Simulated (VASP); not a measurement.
The system is Pd.

```
Pd
1.0
     0.00000    1.94650    1.94650
     1.94650    0.00000    1.94650
     1.94650    1.94650    0.00000
Pd
1
Direct
  0.00000 0.00000 0.00000
```

```yaml
Program: VASP 6.6.1
Task: relaxation of cell and atoms
Functional: LDA
Potentials_or_basis: VASP PAW LDA potentials, release 64 (Pd)
Cutoff: 600 eV
k_mesh: 12 × 12 × 12
Occupations: fermi-dirac, width 0.05 eV
Spin: no spin polarisation
```

At the start: pressure -8.5 GPa; volume 14.75 Å³/atom.

**Question.** How do energy, volume and symmetry change on relaxing?

**Answer.** Over 4 steps the energy falls by 16.7 meV/atom and the volume is 14.15 Å³/atom (-4.1 %); space group Fm-3m (No. 225, to 0.05 Å).

The path:
```tsv
step	energy change (eV)	largest force (eV/Å)	pressure (GPa)	volume (Å³)
1	0.0000	0.0000	-8.47	14.75
2	0.0423	0.0000	20.44	13.15
3	-0.0167	0.0000	-0.22	14.16
4	-0.0167	0.0000	-0.01	14.15
```

Final structure:
```yaml
crystal:
  lattice:
    - [0.00000, 1.91968, 1.91968]
    - [1.91968, 0.00000, 1.91968]
    - [1.91968, 1.91968, 0.00000]
  atoms:
    - { symbol: Pd, position: [0.00000, 0.00000, 0.00000] }
```
